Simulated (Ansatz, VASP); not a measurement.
## KCl in VASP and in Ansatz

The input POSCAR:

```
KCl
1.0
    0.0000000000      3.2081811600      3.2081811600
    3.2081811600      0.0000000000      3.2081811600
    3.2081811600      3.2081811600      0.0000000000
K Cl
1 1
Direct
    0.0000000000      0.0000000000      0.0000000000
    0.5000000000      0.5000000000      0.5000000000
```

The input INCAR.step1:

```
  ALGO = Normal
  EDIFF = 1E-4
  ENCUT = 520
  GGA = PE
  ISMEAR = -1
  LASPH = T
  LCHARG = F
  LREAL = F
  LWAVE = T
  NELM = 100
  PREC = Accurate
  SIGMA = 0.02
```

Contents of INCAR.step2:

```
  ALGO = Normal
  EDIFF = 1E-6
  EDIFFG = -0.01
  ENCUT = 520
  IBRION = 2
  ISIF = 2
  ISMEAR = -1
  ISTART = 1
  LASPH = T
  LCHARG = F
  LMIXTAU = T
  LREAL = F
  LWAVE = F
  METAGGA = R2SCAN
  NELM = 100
  NSW = 50
  PREC = Accurate
  SIGMA = 0.02
```

The input KPOINTS:

```
k-points
0
Gamma
  8 8 8
```

Input for Ansatz:

```yaml
crystal:
  lattice:
    - [0.0, 3.20818116, 3.20818116]
    - [3.20818116, 0.0, 3.20818116]
    - [3.20818116, 3.20818116, 0.0]
  atoms:
    - { symbol: K, position: [0.0, 0.0, 0.0] }
    - { symbol: Cl, position: [0.5, 0.5, 0.5] }
  symmetry: { tolerance: 0.0003 }
hamiltonian:
  xc: r2scan
  pseudopotentials: { kind: paw, azcp: { folder: soft_1 } }
basis:
  ecutwfc: 500
magnetization:
  spin_polarized: false
scf:
  occupations: { method: fermi_dirac, width: 0.02 }
kpoints:
  mp_grid: { grid: [8, 8, 8], shift: [0, 0, 0] }
  band_path:
    path:
      - [0.0, 0.0, 0.0]
      - [0.5, 0.0, 0.5]
      - [0.625, 0.25, 0.625]
      - [0.375, 0.375, 0.75]
      - [0.0, 0.0, 0.0]
      - [0.5, 0.5, 0.5]
      - [0.5, 0.25, 0.75]
      - [0.5, 0.0, 0.5]
    npoints: 10
output:
  forces: true
  stress: true
  eigenvalues: true
  write_potential: true
  elf: true
  volumetric_format: npy
  dos: { e_range: [-12, 8], de: 0.05 }
relax:
  max_steps: 30
```

Alike in both runs: task relaxation of the atoms; functional r2SCAN; k mesh 8 × 8 × 8; occupations fermi-dirac, width 0.02 eV; no spin polarisation.

|  | VASP | Ansatz |
| --- | --- | --- |
| version | VASP 6.6.1 | Ansatz 0.2.0 |
| potentials or method | VASP PAW PBE potentials, release 64 (K_sv, Cl), cutoff 520 eV | PAW plane waves |
| valence electrons in the cell | 16 | 16 |

|  | VASP | Ansatz | Ansatz less VASP |
| --- | --- | --- | --- |
| gap on the k mesh at the Fermi level, each at its own relaxed structure (eV) | 5.63 | 5.63 | -0.004 |

VASP's potentials were made for PBE, not for r2SCAN. Ansatz's warnings: stress scf threshold loose.

Noted on VASP's run: the relaxation stopped at its first step, so nothing moved.
